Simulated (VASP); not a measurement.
Here is a VASP 6.6.1 calculation.

The input INCAR:

```
SYSTEM = Re
  PREC = Accurate
  ENCUT = 520
  EDIFF = 1E-8
  ISMEAR = -1
  SIGMA = 0.05
  LREAL = .FALSE.
  LASPH = .TRUE.
  NELM = 80
  ALGO = Normal
  ISIF = 2
  LWAVE = .FALSE.
  LCHARG = .FALSE.
  GGA = PS
  LEFG = .TRUE.
  NBANDS = 14
```

KPOINTS

```
regular mesh
0
G
  18 18 10
  0 0 0
```

File POSCAR:

```
Re
1.0
    2.5854314113      0.0000000000      0.0000000000
   -1.2927157057      2.2390492819      0.0000000000
    0.0000000000      0.0000000000      4.1340662724
Re
2
Direct
    0.3333333333      0.6666666667      0.2500000000
    0.6666666667      0.3333333333      0.7500000000
```

Potentials or basis: VASP PAW PBE potentials, release 64 (Re).

Run with:

```console
$ cat potpaw_PBE.64/Re/POTCAR > POTCAR
$ mpirun -np 1 vasp_std > vasp.out
```

Q: Predict the pressure.

A: 120.6 GPa.

Q: Predict the band gap on the k mesh.

A: Zero (bands 7 and 8 overlap by 4.84 eV).

Stress tensor (GPa, compression positive):
```
117.73   0.00   0.00
  0.00 117.73   0.00
  0.00   0.00 126.36
```

Caveat: the stress differs along the axes, from 118 to 126 GPa; without QUAD_EFG the Cq values of the log hold for a quadrupole moment of 1 mb, not for the nuclei; the PAW data sets were made with another functional, which shifts forces and pressure a little; spin-orbit coupling is left out, which moves the levels of the heavy elements.
